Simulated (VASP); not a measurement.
Input of a VASP 6.6.1 run:

Contents of INCAR:

```
SYSTEM = ErBe
  ALGO = Normal
  EDIFF = 1E-6
  ENCUT = 600
  GGA = PE
  GGA_COMPAT = .FALSE.
  ISIF = 2
  ISMEAR = 0
  LASPH = .TRUE.
  LCHARG = .FALSE.
  LMAXMIX = 6
  LREAL = .FALSE.
  LWAVE = .FALSE.
  NBANDS = 12
  NELM = 200
  PREC = Accurate
  SIGMA = 0.1
```

The input KPOINTS:

```
k-points
0
G
  14 14 14
  0 0 0
```

Contents of POSCAR:

```
ErBe
1.0
    3.3348386824      0.0000000000      0.0000000000
    0.0000000000      3.3348386824      0.0000000000
    0.0000000000      0.0000000000      3.3348386824
Er Be
1 1
Direct
    0.5000000000      0.5000000000      0.5000000000
    0.0000000000      0.0000000000      0.0000000000
```

Potentials or basis: VASP PAW PBE potentials, release 64 (Er_3, Be), 4f in core.

Launch:

```sh
$ cat potpaw_PBE.64/Er_3/POTCAR potpaw_PBE.64/Be/POTCAR > POTCAR
$ mpirun -np 1 vasp_std > vasp.out
```

Predict the pressure.

2.4 GPa.

What does it give for the band gap on the k mesh?

Zero (an odd number of electrons rules out a gap without spin polarisation).

Caveat: spin-orbit coupling is left out, which moves the levels of the heavy elements; the 4f electrons are frozen in the core, so they carry no moment and show no levels. Spin polarisation is off, so any magnetic state and its effect on volume and gap are missing.
